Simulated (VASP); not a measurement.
# Mo3W (P4/mmm) in VASP: a series of runs

Runs on Mo3W. Level: PBE. Tasks: relaxation of shape and atoms at fixed volume, single point.

Everything below comes from runs of VASP 6.6.1. Logs are shortened: lines on timing, memory, paths and dates and some standing lists are left out, and cuts for length are marked.

### 1 The cell of the first run

Symmetry: P4/mmm, No. 123, tetragonal system. The conventional cell has a = 3.268 Å, b = 3.268 Å, c = 6.543 Å, α = 90.00°, β = 90.00°, γ = 90.00°. Within 3.7 Å of Mo (site symmetry 4mm) lie 10 Mo at 2.83 to 3.27 Å and 4 W at 2.83 Å. Mo (site symmetry 4/mmm) has 12 Mo at 2.83 to 3.27 Å and 2 W at 3.27 Å within 3.7 Å. W (site symmetry 4/mmm) has 10 Mo at 2.83 to 3.27 Å and 4 W at 3.27 Å within 3.7 Å.

### 2 Relaxation of shape and atoms at fixed volume, PBE (17.47 Å³/atom)

INCAR reads:

```
  ALGO = Fast
  EDIFF = 1E-7
  EDIFFG = -0.01
  ENCUT = 600
  GGA = PE
  IBRION = 2
  ISIF = 4
  ISMEAR = 0
  LASPH = True
  LCHARG = False
  LREAL = False
  LWAVE = False
  NELM = 100
  NSW = 50
  PREC = Accurate
  SIGMA = 0.1
```

KPOINTS reads:

```
k-points
0
Gamma
  14 14 8
```

POSCAR reads:

```
Mo3W
1.0
    3.2677585306      0.0000000000      0.0000000000
    0.0000000000      3.2677585306      0.0000000000
    0.0000000000      0.0000000000      6.5425652707
Mo W
3 1
Direct
    0.0000000000      0.0000000000      0.7501430065
    0.5000000000      0.5000000000      0.0000000000
    0.0000000000      0.0000000000      0.2498569935
    0.5000000000      0.5000000000      0.5000000000
```

Potentials or basis: VASP PAW PBE potentials, release 64 (Mo_sv, W_sv).

Command:

```console
$ cat potpaw_PBE.64/Mo_sv/POTCAR potpaw_PBE.64/W_sv/POTCAR > POTCAR
$ mpirun -np 1 vasp_std > vasp.out
```

OUTCAR:

```text
EDIFF = 1E-7
   EDIFFG = -0.01
   ENCUT = 600
   GGA = PE
   IBRION = 2
   ISIF = 4
   ISMEAR = 0
   LASPH = True
   LREAL = False
   NELM = 100
   NSW = 50
   PREC = Accurate

 ion  position               nearest neighbor table
   1  0.000  0.000  0.750-   2 2.83   2 2.83   2 2.83   2 2.83   4 2.83   4 2.83   4 2.83   4 2.83
                             3 3.27   3 3.27
   2  0.500  0.500  0.000-   1 2.83   3 2.83   1 2.83   3 2.83   1 2.83   3 2.83   1 2.83   3 2.83
                             4 3.27   4 3.27
   3  0.000  0.000  0.250-   2 2.83   2 2.83   2 2.83   2 2.83   4 2.83   4 2.83   4 2.83   4 2.83
                             1 3.27   1 3.27
   4  0.500  0.500  0.500-   1 2.83   3 2.83   1 2.83   3 2.83   1 2.83   3 2.83   1 2.83   3 2.83
                             2 3.27   2 3.27

  LATTYP: Found a simple tetragonal cell.
 ALAT       =     3.2677585306
 C/A-ratio  =     2.0021568942

  Lattice vectors:

 A1 = (   3.2677585306,   0.0000000000,   0.0000000000)
 A2 = (   0.0000000000,   3.2677585306,   0.0000000000)
 A3 = (   0.0000000000,   0.0000000000,   6.5425652707)

Analysis of symmetry for initial positions (statically):
=====================================================================
 Subroutine PRICEL returns:
 Original cell was already a primitive cell.

 Routine SETGRP: Setting up the symmetry group for a
 simple tetragonal supercell.

 Subroutine GETGRP returns: Found 16 space group operations
 (whereof 16 operations were pure point group operations)
 out of a pool of 16 trial point group operations.

The static configuration has the point symmetry D_4h.

Analysis of symmetry for dynamics (positions and initial velocities):
=====================================================================
 Subroutine PRICEL returns:
 Original cell was already a primitive cell.

 Routine SETGRP: Setting up the symmetry group for a
 simple tetragonal supercell.

 Subroutine GETGRP returns: Found 16 space group operations
 (whereof 16 operations were pure point group operations)
 out of a pool of 16 trial point group operations.

The dynamic configuration has the point symmetry D_4h.

 Subroutine INISYM returns: Found 16 space group operations
 (whereof 16 operations are pure point group operations),
 and found     1 'primitive' translations

[... 162 lines left out ...]
 -----------------------------------------------------------------------------
  energy-cutoff  :      600.00
  volume of cell :       69.86
      direct lattice vectors                 reciprocal lattice vectors
     3.267758531  0.000000000  0.000000000     0.306020164  0.000000000  0.000000000
     0.000000000  3.267758531  0.000000000     0.000000000  0.306020164  0.000000000
     0.000000000  0.000000000  6.542565271     0.000000000  0.000000000  0.152845246

 POSITION                                       TOTAL-FORCE (eV/Angst)
 -----------------------------------------------------------------------------------
      0.00000      0.00000      4.90786        -0.000000      0.000000     -0.039065
      1.63388      1.63388      0.00000        -0.000000      0.000000      0.000000
      0.00000      0.00000      1.63471         0.000000      0.000000      0.039065
      1.63388      1.63388      3.27128        -0.000000      0.000000      0.000000
 -----------------------------------------------------------------------------------
    total drift:                                0.000000      0.000000      0.000000

  FREE ENERGIE OF THE ION-ELECTRON SYSTEM (eV)
  ---------------------------------------------------
  free  energy   TOTEN  =       -45.3450966151 eV

  energy  without entropy=      -45.3317389641  energy(sigma->0) =      -45.33841779

--------------------------------------- Ionic step        2  -------------------------------------------

 number of electron      55.9999998 magnetization

 Free energy of the ion-electron system (eV)
  ---------------------------------------------------
  ext. energy  EPLUGINS =         0.00000000
  ---------------------------------------------------
  free energy    TOTEN  =       -45.34518572 eV

  energy without entropy =      -45.33180333  energy(sigma->0) =      -45.33849452

 E-fermi :  10.6906     XC(G=0): -12.8587

 val. band max:       10.6862044635   @ k =   0.0714   0.0000   0.3750
 cond. band min:      10.6946720534   @ k =   0.3571   0.0000   0.2500
 fundamental gap:      0.0084675899
 Fermi energy:        10.6905537120

 k-point     1 :       0.0000    0.0000    0.0000
  band No.  band energies     occupation
      1     -63.6270      2.00000
      2     -50.5713      2.00000
      3     -50.4193      2.00000
      4     -50.3568      2.00000
      5     -27.7826      2.00000
      6     -27.7191      2.00000
[... 853 lines left out ...]
     32      12.2337      0.00000
     33      12.2738      0.00000

 [... further k-points ...]

------------------------ aborting loop because EDIFF is reached ----------------------------------------

  FORCE on cell =-STRESS in cart. coord.  units (eV):
  Direction    XX          YY          ZZ          XY          YZ          ZX
  --------------------------------------------------------------------------------------
  -------------------------------------------------------------------------------------
  Total       -9.0625273     -9.0625273     -9.0597388      0.0000000     -0.0000000     -0.0000000
  in kB     -207.8317683   -207.8317683   -207.7678187      0.0000000     -0.0000000     -0.0000000
  external PRESSURE =    -207.8104518 kB  Pullay stress =       0.0000000 kB

 VOLUME and BASIS-vectors are now :
 -----------------------------------------------------------------------------
  energy-cutoff  :      600.00
  volume of cell :       69.86
      direct lattice vectors                 reciprocal lattice vectors
     3.267760511  0.000000000 -0.000000000     0.306019978 -0.000000000  0.000000000
     0.000000000  3.267760511  0.000000000     0.000000000  0.306019978  0.000000000
    -0.000000000 -0.000000000  6.542557340     0.000000000 -0.000000000  0.152845432

 POSITION                                       TOTAL-FORCE (eV/Angst)
 -----------------------------------------------------------------------------------
      3.26776     -0.00000      4.90597         0.000000      0.000000     -0.007416
      1.63388      1.63388     -0.00000         0.000000     -0.000000      0.000000
     -0.00000     -0.00000      1.63659        -0.000000     -0.000000      0.007416
      1.63388      1.63388      3.27128        -0.000000     -0.000000      0.000000
 -----------------------------------------------------------------------------------
    total drift:                                0.000000      0.000000     -0.000000

  FREE ENERGIE OF THE ION-ELECTRON SYSTEM (eV)
  ---------------------------------------------------
  free  energy   TOTEN  =       -45.3451857204 eV

  energy  without entropy=      -45.3318033272  energy(sigma->0) =      -45.33849452

 reached required accuracy - stopping structural energy minimisation
```

CONTCAR:

```text
Mo3W
   1.00000000000000
     3.2677605111861614    0.0000000000000000   -0.0000000000000000
     0.0000000000000000    3.2677605111861614    0.0000000000000000
    -0.0000000000000000   -0.0000000000000000    6.5425573398187327
  Mo              W
     3     1
Direct
     1.0000000000000000    0.0000000000000000    0.7498549553783785
     0.5000000000000000    0.5000000000000000    0.0000000000000000
     0.0000000000000000    0.0000000000000000    0.2501450446216215
     0.5000000000000000    0.5000000000000000    0.5000000000000000

  0.00000000E+00  0.00000000E+00  0.00000000E+00
  0.00000000E+00  0.00000000E+00  0.00000000E+00
  0.00000000E+00  0.00000000E+00  0.00000000E+00
  0.00000000E+00  0.00000000E+00  0.00000000E+00
```

It took 7.1 min on 1 thread of Intel Xeon 6975P-C (Granite Rapids), shared host; peak memory 0.53 GiB.

Results:

| Property | Result |
| --- | --- |
| Free energy | -45.3452 eV |
| Energy gained by relaxing | 0.0 meV/atom |
| Ionic steps | 2 |
| Pressure after relaxing | -20.8 GPa |
| Largest force after relaxing | 0.007 eV/Å |
| Band gap on the k mesh | zero (bands 28 and 29 overlap by 1.55 eV) |

Forces in eV/Å, atoms in the order of the input:
```
Mo   0.000  0.000 -0.007
Mo   0.000  0.000  0.000
Mo   0.000  0.000  0.007
W    0.000  0.000  0.000
```

Final structure:
```xyz
4
Lattice="3.2678 0.0000 0.0000 0.0000 3.2678 0.0000 0.0000 0.0000 6.5426" Properties=species:S:1:pos:R:3 pbc="T T T"
Mo    3.2678    0.0000    4.9060
Mo    1.6339    1.6339    0.0000
Mo    0.0000    0.0000    1.6366
W     1.6339    1.6339    3.2713
```

Levels at points of the mesh, in eV from the Fermi level:
```tsv
k point	band 26	band 27	band 28	band 29	band 30	band 31
(0.00, 0.00, 0.00)	-1.15	-0.58	-0.58	-0.45	-0.45	0.76
(0.50, 0.00, 0.00)	-0.59	-0.47	-0.46	0.76	0.97	1.05
(0.50, 0.50, 0.00)	-2.42	1.06	1.06	1.48	1.53	1.99
(0.00, 0.00, 0.50)	-1.12	-0.66	-0.56	0.13	0.30	1.30
(0.50, 0.00, 0.50)	-1.57	-1.56	-1.40	0.61	0.62	0.84
(0.50, 0.50, 0.50)	-0.90	-0.61	-0.61	1.70	1.74	1.86
```

Caveat: spin-orbit coupling is left out, which moves the levels of the heavy elements.

### 3 Single point, PBE

This run uses another cell than the first one, of 15.88 Å³/atom.

INCAR reads:

```
SYSTEM = Mo3W
  PREC = Accurate
  ENCUT = 520
  EDIFF = 1E-7
  ISMEAR = 0
  SIGMA = 0.1
  LREAL = .False.
  LASPH = .True.
  NELM = 80
  ALGO = Normal
  ISIF = 2
  LWAVE = .False.
  LCHARG = .False.
  GGA = PE
  NBANDS = 36
```

KPOINTS reads:

```
Automatic mesh
0
Gamma
  6 6 4
  0 0 0
```

POSCAR reads:

```
Mo3W
1.0
    3.1659417000      0.0000000000      0.0000000000
    0.0000000000      3.1659417000      0.0000000000
    0.0000000000      0.0000000000      6.3365004000
Mo W
3 1
Direct
    0.0000000000      0.0000000000      0.7506730000
    0.5000000000      0.5000000000      0.0000000000
    0.0000000000      0.0000000000      0.2493270000
    0.5000000000      0.5000000000      0.5000000000
```

Potentials or basis: VASP PAW PBE potentials, release 64 (Mo_sv, W_sv).

Command:

```console
$ cat potpaw_PBE.64/Mo_sv/POTCAR potpaw_PBE.64/W_sv/POTCAR > POTCAR
$ mpirun -np 1 vasp_std > vasp.out
```

It took 60 s on 1 thread of Intel Xeon 8259CL, shared host; peak memory 0.2 GiB.

It converged, with:

- Free energy: -45.7854 eV
- Pressure: 0.6 GPa
- Largest force: 0.024 eV/Å
- Band gap on the k mesh: zero (bands 28 and 29 overlap by 1.86 eV)

Forces on the atoms (eV/Å):
```
Mo   0.000  0.000 -0.024
Mo   0.000  0.000  0.000
Mo   0.000  0.000  0.024
W    0.000  0.000  0.000
```

Stress tensor (GPa, compression positive):
```
-0.25  0.00  0.00
 0.00 -0.25  0.00
 0.00  0.00  2.20
```

Levels at points of the mesh, in eV from the Fermi level:
| k point | band 25 | band 26 | band 27 | band 28 | band 29 | band 30 | band 31 | band 32 |
| --- | --- | --- | --- | --- | --- | --- | --- | --- |
| (0.00, 0.00, 0.00) | -1.38 | -1.37 | -0.71 | -0.71 | -0.57 | -0.57 | 0.79 | 1.04 |
| (0.50, 0.00, 0.00) | -0.73 | -0.72 | -0.58 | -0.57 | 0.79 | 1.03 | 1.29 | 1.29 |
| (0.50, 0.50, 0.00) | -2.69 | -2.69 | 1.29 | 1.29 | 1.65 | 1.70 | 2.22 | 2.25 |
| (0.00, 0.00, 0.50) | -1.34 | -1.34 | -0.83 | -0.68 | 0.02 | 0.16 | 1.44 | 1.44 |
| (0.50, 0.00, 0.50) | -1.78 | -1.76 | -1.75 | -1.59 | 0.64 | 0.66 | 0.89 | 0.92 |
| (0.50, 0.50, 0.50) | -0.91 | -0.91 | -0.60 | -0.60 | 1.90 | 1.92 | 2.10 | 2.25 |

Caveat: spin-orbit coupling is left out, which moves the levels of the heavy elements.
